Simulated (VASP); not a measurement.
# MoS2 (P1) in VASP: single point with PBEsol

Aim: the single point of MoS2 with PBEsol.

Program: VASP 6.6.1. These are calculated values, not measurements. Logs are shortened: lines on timing, memory, paths and dates and some standing lists are left out, and cuts for length are marked.

## (1) The cell of the first run

The typed cell holds 6 atoms: a = 3.141 Å, b = 3.141 Å, c = 12.579 Å, α = 90.00°, β = 90.00°, γ = 120.00°.

## (2) Single point, PBEsol (atoms moved at random)

File INCAR:

```
  PREC = Accurate
  ENCUT = 520
  EDIFF = 1E-7
  ISMEAR = 0
  SIGMA = 0.05
  LREAL = False
  LASPH = True
  NELM = 100
  ALGO = Fast
  ISIF = 2
  LWAVE = False
  LCHARG = False
  GGA = PS
  NBANDS = 35
```

File KPOINTS:

```
Automatic mesh
0
Gamma
  12 12 2
```

File POSCAR:

```
MoS2
1.0
    3.1414322073      0.0000000000      0.0000000000
   -1.5707161036      2.7205600958      0.0000000000
    0.0000000000      0.0000000000     12.5788196111
Mo S
2 4
Direct
    0.3102501576      0.6780376511      0.2460714000
    0.6008319964      0.2683886322      0.7354639448
    0.4666843477      0.7563719843      0.6568651963
    0.6555797290      0.1984319342      0.1416757869
    0.2812385947      0.6873077008      0.8263247993
    0.6854151746      0.4114620973      0.3935988727
```

Potentials or basis: VASP PAW PBE potentials, release 64 (Mo_sv, S).

Started as:

```console
$ cat potpaw_PBE.64/Mo_sv/POTCAR potpaw_PBE.64/S/POTCAR > POTCAR
$ mpirun -np 1 vasp_std > vasp.out
```

OUTCAR:

```text
PREC = Accurate
   ENCUT = 520
   EDIFF = 1E-7
   ISMEAR = 0
   LREAL = False
   LASPH = True
   NELM = 100
   ISIF = 2
   GGA = PS

 ion  position               nearest neighbor table
   1  0.310  0.678  0.246-   4 1.95   4 2.26   6 2.52   6 2.55   4 2.61   6 2.73
   2  0.601  0.268  0.735-   3 1.75   5 1.95   3 2.04   5 2.19   5 2.32   3 2.56
   3  0.467  0.756  0.657-   2 1.75   2 2.04   5 2.19   2 2.56
   4  0.656  0.198  0.142-   1 1.95   1 2.26   1 2.61
   5  0.281  0.687  0.826-   2 1.95   2 2.19   3 2.19   2 2.32
   6  0.685  0.411  0.394-   1 2.52   1 2.55   1 2.73

  LATTYP: Found a hexagonal cell.
 ALAT       =     3.1414322073
 C/A-ratio  =     4.0041671381

  Lattice vectors:

 A1 = (   3.1414322073,   0.0000000000,   0.0000000000)
 A2 = (  -1.5707161036,   2.7205600958,   0.0000000000)
 A3 = (   0.0000000000,   0.0000000000,  12.5788196111)

Analysis of symmetry for initial positions (statically):
=====================================================================
 Subroutine PRICEL returns:
 Original cell was already a primitive cell.

 Routine SETGRP: Setting up the symmetry group for a
 hexagonal supercell.

 Subroutine GETGRP returns: Found  1 space group operations
 (whereof  1 operations were pure point group operations)
 out of a pool of 24 trial point group operations.

The static configuration has the point symmetry C_1 .

Analysis of symmetry for dynamics (positions and initial velocities):
=====================================================================
 Subroutine PRICEL returns:
 Original cell was already a primitive cell.

 Routine SETGRP: Setting up the symmetry group for a
 hexagonal supercell.

 Subroutine GETGRP returns: Found  1 space group operations
 (whereof  1 operations were pure point group operations)
 out of a pool of 24 trial point group operations.

The dynamic configuration has the point symmetry C_1 .

 Subroutine INISYM returns: Found  1 space group operations
 (whereof  1 operations are pure point group operations),
 and found     1 'primitive' translations

----------------------------------------------------------------------------------------

                                     Primitive cell

  volume of cell :     107.5043

  direct lattice vectors                    reciprocal lattice vectors
     3.141432207  0.000000000  0.000000000     0.318326144  0.183785685  0.000000000
    -1.570716104  2.720560096  0.000000000     0.000000000  0.367571369  0.000000000
     0.000000000  0.000000000 12.578819611     0.000000000  0.000000000  0.079498715

  length of vectors
     3.141432207  3.141432207 12.578819611     0.367571369  0.367571369  0.079498715

  position of ions in fractional coordinates (direct lattice)
     0.310250158  0.678037651  0.246071400
     0.600831996  0.268388632  0.735463945
     0.466684348  0.756371984  0.656865196
     0.655579729  0.198431934  0.141675787
     0.281238595  0.687307701  0.826324799
     0.685415175  0.411462097  0.393598873

  ion indices of the primitive-cell ions
   primitive index   ion index
                 1           1
                 2           2
                 3           3
                 4           4
                 5           5
                 6           6

----------------------------------------------------------------------------------------

 KPOINTS: Automatic mesh

Automatic generation of k-mesh.
 Grid dimensions read from file:
 generate k-points for:   12   12    2

 Generating k-lattice:

  Cartesian coordinates                     Fractional coordinates (reciprocal lattice)
     0.026527179  0.015315474  0.000000000     0.083333333  0.000000000  0.000000000
     0.000000000  0.030630947  0.000000000     0.000000000  0.083333333  0.000000000
     0.000000000  0.000000000  0.039749358     0.000000000  0.000000000  0.500000000

  Length of vectors
     0.030630947  0.030630947  0.039749358

  Shift w.r.t. Gamma in fractional coordinates (k-lattice)
     0.000000000  0.000000000  0.000000000

 Subroutine IBZKPT returns following result:
 ===========================================

 Found    148 irreducible k-points:

 Following reciprocal coordinates:
            Coordinates               Weight
  0.000000  0.000000  0.000000      1.000000
  0.083333  0.000000  0.000000      2.000000
  0.000000  0.083333  0.000000      2.000000
 -0.083333  0.083333  0.000000      2.000000
  0.166667  0.000000  0.000000      2.000000
  0.000000  0.166667  0.000000      2.000000
[... 16 lines left out ...]
  0.166667  0.083333  0.000000      2.000000
 -0.083333  0.250000  0.000000      2.000000
 [... further k-points ...]
   k-points           NKPTS =    148   k-points in BZ     NKDIM =    148   number of bands    NBANDS=     35
   number of dos      NEDOS =    301   number of ions     NIONS =      6
   total plane-waves  NPLWV =  55296
   dimension x,y,z NGX =    24 NGY =   24 NGZ =   96
   dimension x,y,z NGXF=    48 NGYF=   48 NGZF=  192
   ions per type =               2   4
   NGX,Y,Z   is equivalent  to a cutoff of  12.70, 12.70, 12.69 a.u.
   NGXF,Y,Z  is equivalent  to a cutoff of  25.40, 25.40, 25.38 a.u.
 SYSTEM =  unknown system
   PREC   = accura    normal or accurate (medium, high low for compatibility)
   ISTART =      0    job   : 0-new  1-cont  2-samecut
   ICHARG =      2    charge: 1-file 2-atom 10-const
   ISPIN  =      1    spin polarized calculation?
   LNONCOLLINEAR =      F non collinear calculations
   LSORBIT =      F    spin-orbit coupling
   LASPH  =      T    aspherical Exc in radial PAW
   ENCUT  =  520.0 eV  38.22 Ry    6.18 a.u.   5.84  5.84 23.39*2*pi/ulx,y,z
   NELM   =    100;   NELMIN=  2; NELMDL= -5     # of ELM steps
   EDIFF  = 0.1E-06   stopping-criterion for ELM
   LREAL  =      F    real-space projection
   EDIFFG = 0.1E-05   stopping-criterion for IOM
   NSW    =      0    number of steps for IOM
   IBRION =     -1    ionic relax: 0-MD 1-quasi-New 2-CG
   NFREE  =      0    steps in history (QN), initial steepest desc. (CG)
   ISIF   =      2    stress and relaxation
   ISYM   =      2    0-nonsym 1-usesym 2-fastsym
   POTIM  = 0.5000    time-step for ionic-motion
   TEBEG  =    0.0;   TEEND  =   0.0 temperature during run
   PSTRESS=    0.0 pullay stress
   NELECT =      52.0000    total number of electrons
   NUPDOWN=      -1.0000    fix difference up-down
   EMIN   =  10.00;   EMAX   =-10.00  energy-range for DOS
   EFERMI =   0.00;   METHOD = LEGACY
   ISMEAR =     0;   SIGMA  =   0.05  broadening in eV -4-tet -1-fermi 0-gaus
   EFERMI_NEDOS =   21; number of points for ismear=-14 and -15
   IALGO  =     68    algorithm
   IMIX   =      4    mixing-type and parameters
     AMIX     =   0.40;   BMIX     =  1.00
     AMIX_MAG =   1.60;   BMIX_MAG =  1.00
  volume/ion in A,a.u.               =      17.92       120.91
  Fermi-wavevector in a.u.,A,eV,Ry     =   1.285091  2.428470 22.469472  1.651460
  Thomas-Fermi vector in A             =   2.417246
   LORBIT       =      0    0 simple, 1 ext, 2 COOP (PROOUT), +10 PAW based schemes
   GGA     = PS    functional components
   LHFCALC =     F    Hartree Fock is set to
   AEXX    =    0.0000 exact exchange contribution
   IVDW    =     0    specifies the selected vdW correction
   LEPSILON=     F    determine dielectric tensor
   LRPA    =     F    only Hartree local field effects (RPA)
 non-spin polarized calculation
 RMM-DIIS sequential band-by-band and
 Gauss-broadening in eV      SIGMA  =   0.05
  energy-cutoff  :      520.00
  volume of cell :      107.50
 maximum number of plane-waves:      2922
   NGX = 11   NGY = 11   NGZ = 47

 number of electron      52.0000000 magnetization

 Free energy of the ion-electron system (eV)
  ---------------------------------------------------
  ext. energy  EPLUGINS =         0.00000000
  ---------------------------------------------------
  free energy    TOTEN  =       -33.37673250 eV

  energy without entropy =      -33.37398701  energy(sigma->0) =      -33.37535975

 E-fermi :   7.6414     XC(G=0): -10.5383

 val. band max:        7.6407925838   @ k =   0.2500   0.0833   0.5000
 cond. band min:       7.6480967006   @ k =   0.0833   0.0000   0.0000
 fundamental gap:      0.0073041168
 Fermi energy:         7.6414297361

 k-point     1 :       0.0000    0.0000    0.0000
  band No.  band energies     occupation
      1     -53.9595      2.00000
      2     -53.6989      2.00000
      3     -28.9342      2.00000
      4     -28.4345      2.00000
      5     -28.1921      2.00000
      6     -28.0220      2.00000
[... 27 lines left out ...]
     34      12.9041      0.00000
     35      13.9000      0.00000

 k-point     2 :       0.0833    0.0000    0.0000
  band No.  band energies     occupation
      1     -53.9563      2.00000
      2     -53.6949      2.00000
      3     -28.9448      2.00000
      4     -28.4386      2.00000
      5     -28.1870      2.00000
      6     -28.0354      2.00000
[... 27 lines left out ...]
     34      13.0282      0.00000
     35      13.4299      0.00000

 k-point     3 :       0.0000    0.0833    0.0000
  band No.  band energies     occupation
      1     -53.9562      2.00000
      2     -53.6939      2.00000
      3     -28.9821      2.00000
      4     -28.4421      2.00000
      5     -28.1905      2.00000
      6     -28.0400      2.00000
[... 27 lines left out ...]
     34      12.6693      0.00000
     35      13.6474      0.00000
[... 723 lines left out ...]
 k-point    23 :       0.1667    0.0833    0.0000
  band No.  band energies     occupation
      1     -53.9395      2.00000
      2     -53.6727      2.00000
      3     -29.0671      2.00000
      4     -28.4997      2.00000
      5     -28.1613      2.00000
      6     -28.1056      2.00000
[... 27 lines left out ...]
     34      13.2027      0.00000
     35      13.7975      0.00000

 k-point    24 :      -0.0833    0.2500    0.0000
  band No.  band energies     occupation
      1     -53.9401      2.00000
      2     -53.6679      2.00000
      3     -29.2456      2.00000
      4     -28.4854      2.00000
      5     -28.1702      2.00000
      6     -28.0923      2.00000
[... 27 lines left out ...]
     34      12.2980      0.00000
     35      14.0349      0.00000

 [... further k-points ...]

------------------------ aborting loop because EDIFF is reached ----------------------------------------

  FORCE on cell =-STRESS in cart. coord.  units (eV):
  Direction    XX          YY          ZZ          XY          YZ          ZX
  --------------------------------------------------------------------------------------
  -------------------------------------------------------------------------------------
  Total       16.1333336     59.1884151     41.0132562     -6.6242712     -4.4564233     -1.2911451
  in kB      240.4411474    882.1072434    611.2360056    -98.7240082    -66.4157551    -19.2424215
  external PRESSURE =     577.9281321 kB  Pullay stress =       0.0000000 kB

 VOLUME and BASIS-vectors are now :
 -----------------------------------------------------------------------------
  energy-cutoff  :      520.00
  volume of cell :      107.50
      direct lattice vectors                 reciprocal lattice vectors
     3.141432207  0.000000000  0.000000000     0.318326144  0.183785685  0.000000000
    -1.570716104  2.720560096  0.000000000     0.000000000  0.367571369  0.000000000
     0.000000000  0.000000000 12.578819611     0.000000000  0.000000000  0.079498715

 POSITION                                       TOTAL-FORCE (eV/Angst)
 -----------------------------------------------------------------------------------
     -0.09037      1.84464      3.09529         1.316836     -7.027781     10.401721
      1.46591      0.73017      9.25127        -0.641248     19.894289      7.332577
      0.27801      2.05776      8.26259         1.073817    -13.763443    -20.688599
      1.74778      0.53985      1.78211        -0.864745      7.598947     -8.089421
     -0.19607      1.86986     10.39419        -0.436010     -6.129658     13.326674
      1.50690      1.11941      4.95101        -0.448649     -0.572354     -2.282952
 -----------------------------------------------------------------------------------
    total drift:                                0.000032      0.000036     -0.000692

  FREE ENERGIE OF THE ION-ELECTRON SYSTEM (eV)
  ---------------------------------------------------
  free  energy   TOTEN  =       -33.3767324964 eV

  energy  without entropy=      -33.3739870072  energy(sigma->0) =      -33.37535975
```

Run time: 12 min. Hardware: 1 thread of Oxide Virtual Turin-like, shared host; peak memory 0.49 GiB.

What came out:

- Free energy: -33.3767 eV
- Pressure: 57.8 GPa
- Largest force: 24.872 eV/Å
- Band gap on the k mesh: zero (bands 26 and 27 overlap by 1.65 eV)

Forces in eV/Å, atoms in the order of the input:
```
Mo    1.317  -7.028  10.402
Mo   -0.641  19.894   7.333
S     1.074 -13.763 -20.689
S    -0.865   7.599  -8.089
S    -0.436  -6.130  13.327
S    -0.449  -0.572  -2.283
```

Levels at points of the mesh, in eV from the Fermi level:
```
           k point  band 24  band 25  band 26  band 27  band 28  band 29
(0.00, 0.00, 0.00)    -1.34    -0.70     0.05     0.65     1.14     1.35
(0.50, 0.00, 0.00)    -1.69    -0.77     0.46     0.85     1.31     1.48
(0.00, 0.50, 0.00)    -2.23    -1.98    -1.09    -1.07     0.29     0.83
(0.50, 0.50, 0.00)    -1.29    -1.09    -0.27     0.67     1.18     1.34
(0.00, 0.00, 0.50)    -1.34    -0.78     0.12     0.62     1.11     1.38
(0.50, 0.00, 0.50)    -1.73    -0.77     0.46     0.85     1.28     1.52
(0.00, 0.50, 0.50)    -2.24    -1.99    -1.10    -1.06     0.29     0.84
(0.50, 0.50, 0.50)    -1.30    -1.09    -0.25     0.67     1.18     1.33
```

Caveat: the cell differs from its parent crystal (atoms moved at random); atoms lie so close that the PAW spheres overlap strongly, which falsifies energies and pressures; the stress differs along the axes, from 24 to 88 GPa; the PAW data sets were made with another functional, which shifts forces and pressure a little.
